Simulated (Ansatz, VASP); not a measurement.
Two plane-wave programs on Ga2O3

```
Ga O
1.0
     2.49230    1.43893    4.48067
    -2.49230    1.43893    4.48067
     0.00000   -2.87786    4.48067
Ga O
4 6
Direct
  0.35540 0.35540 0.35540
  0.14460 0.14460 0.14460
  0.64460 0.64460 0.64460
  0.85540 0.85540 0.85540
  0.55363 0.94637 0.25000
  0.25000 0.55363 0.94637
  0.94637 0.25000 0.55363
  0.44637 0.05363 0.75000
  0.75000 0.44637 0.05363
  0.05363 0.75000 0.44637
```

Alike in both runs: task single point; functional r2SCAN; k mesh 6 × 6 × 6; occupations gaussian, width 0.05 eV; no spin polarisation.

|  | VASP | Ansatz |
| --- | --- | --- |
| version | VASP 6.6.1 | Ansatz 0.2.0 |
| potentials or method | VASP PAW PBE potentials, release 64 (Ga_d, O), cutoff 520 eV | scalar-relativistic, plane waves, PAW |
| valence electrons in the cell | 88 | 88 |

|  | VASP | Ansatz | Ansatz less VASP |
| --- | --- | --- | --- |
| gap on the k mesh at the Fermi level (eV) | 3.54 | 3.55 | +0.007 |
| least direct gap on the mesh (eV) | 3.80 | 3.81 | +0.002 |
| pressure (GPa) | 1.9 | 0.0 | -1.92 |
| traceless stress, the component that is largest in VASP (GPa) | -0.43 | 0.00 | +0.431 |
| rms of the force components (eV/Å) | 0.021 | 0.000 | -0.0204 |

VASP's potentials were made for PBE, not for r2SCAN. Atom by atom the forces differ by 0.020 eV/Å (rms over components).
